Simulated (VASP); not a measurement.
Wanted: the native input for a VASP 6.6.1 run.

```yaml
Task: single point
Functional: PBE
Potentials_or_basis: VASP PAW PBE potentials, release 64 (Al, Ga_d, As)
Cutoff: 520 eV
k_mesh: 4 × 4 × 4
Occupations: gaussian, width 0.1 eV
Spin: no spin polarisation
Dipole_correction: no
Further_INCAR_settings: ALGO = Normal; EDIFF = 1e-06; NBANDS = 31
```

The structure of Al3GaAs4 lies in POSCAR:

```
Al3GaAs4
1.0
   -2.7194347700      2.7194347700      5.4388695300
    2.7194347700     -2.7194347700      5.4388695300
    2.7194347700      2.7194347700     -5.4388695300
Al Ga As
3 1 4
Direct
    0.0000000000      0.0000000000      0.0000000000
    0.2500000000      0.7500000000      0.5000000000
    0.7500000000      0.2500000000      0.5000000000
    0.5000000000      0.5000000000      0.0000000000
    0.1250000000      0.1250000000      0.5000000000
    0.3750000000      0.8750000000      0.0000000000
    0.6250000000      0.6250000000      0.5000000000
    0.8750000000      0.3750000000      0.0000000000
```

One way to write it, as run:

INCAR

```
PREC = Accurate
ENCUT = 520
EDIFF = 1E-6
ISMEAR = 0
SIGMA = 0.1
LREAL = F
LASPH = T
NELM = 80
ALGO = Normal
ISIF = 2
LWAVE = F
LCHARG = F
GGA = PE
NBANDS = 31
```

KPOINTS

```
Automatic mesh
0
Gamma
  4 4 4
```

Potentials or basis: VASP PAW PBE potentials, release 64 (Al, Ga_d, As).

Run with:

```sh
$ cat potpaw_PBE.64/Al/POTCAR potpaw_PBE.64/Ga_d/POTCAR potpaw_PBE.64/As/POTCAR > POTCAR
$ mpirun -np 1 vasp_std > vasp.out
```

It gave:

The pressure is 14.9 GPa and the largest force is 0.080 eV/Å. The band gap on the k mesh is 1.21 eV (least direct gap 1.23 eV).

Caveat: the cell stands under pressure.

Wall time 69 s on 1 thread of Intel(R) Xeon(R) Platinum 8559C (Emerald Rapids) (shared host), peak memory 0.37 GiB.
